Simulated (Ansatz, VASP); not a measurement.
## Two plane-wave programs on Ni

File INCAR:

```
SYSTEM = Ni
PREC = Accurate
ENCUT = 520
EDIFF = 1E-7
ISMEAR = -1
SIGMA = 0.05
LREAL = .FALSE.
LASPH = .TRUE.
NELM = 150
ALGO = Normal
ISIF = 2
LWAVE = .FALSE.
LCHARG = .FALSE.
ISPIN = 2
MAGMOM = 0.651
LORBIT = 11
LMAXMIX = 4
GGA = PS
NBANDS = 15
```

The input KPOINTS:

```
regular mesh
0
G
  26 26 26
  0 0 0
```

The input POSCAR:

```
Ni
1.0
    0.0000000000      1.7986397341      1.7986397341
    1.7986397341      0.0000000000      1.7986397341
    1.7986397341      1.7986397341      0.0000000000
Ni
1
Direct
    0.0000000000      0.0000000000      0.0000000000
```

Input for Ansatz:

```yaml
crystal:
  lattice:
    - [0.0, 1.7986397341, 1.7986397341]
    - [1.7986397341, 0.0, 1.7986397341]
    - [1.7986397341, 1.7986397341, 0.0]
  atoms:
    - { symbol: Ni, position: [0.0, 0.0, 0.0], spin: 0.651 }
hamiltonian:
  xc: pbesol
  pseudopotentials:
    kind: paw
    azcp:
      Ni: "pseudopotentials/Ni.paw.azcp"
basis:
  ecutwfc: 420
  fft_grid_basis: typed
kpoints:
  mp_grid: { grid: [26, 26, 26], shift: [0, 0, 0] }
magnetization:
  spin_polarized: true
scf:
  occupations: { method: fermi_dirac, width: 0.05 }
output:
  stress: true
```

Alike in both runs: task single point; functional PBEsol; k mesh 26 × 26 × 26; occupations fermi-dirac, width 0.05 eV; collinear spin.

```csv
,VASP,Ansatz
version,VASP 6.6.1,Ansatz 0.2.0
potentials or method,"VASP PAW PBE potentials, release 64 (Ni), cutoff 520 eV","plane waves (420 eV) with PAW, scalar-relativistic"
valence electrons in the cell,10,18
```

VASP gave:

* pressure (GPa): -19.5
* net moment per atom (μB): 0.65
* size of the moment on the site where the two differ most (μB): 0.67

Task: What did Ansatz give for the same quantities?

Result: Pressure (GPa): -19.8; net moment per atom (μB): 0.67; size of the moment on the site where the two differ most (μB): 0.70.

VASP's potentials were made for PBE, not for PBEsol, and Ansatz warns of the same on its side. Site moments also hang on the region over which each program counts them. The functional is the same, so the differences come from potentials, cutoffs and numerics. VASP's potentials hold 10 valence electrons a cell and Ansatz's 18, so a difference there can come from the potentials and not from the codes.
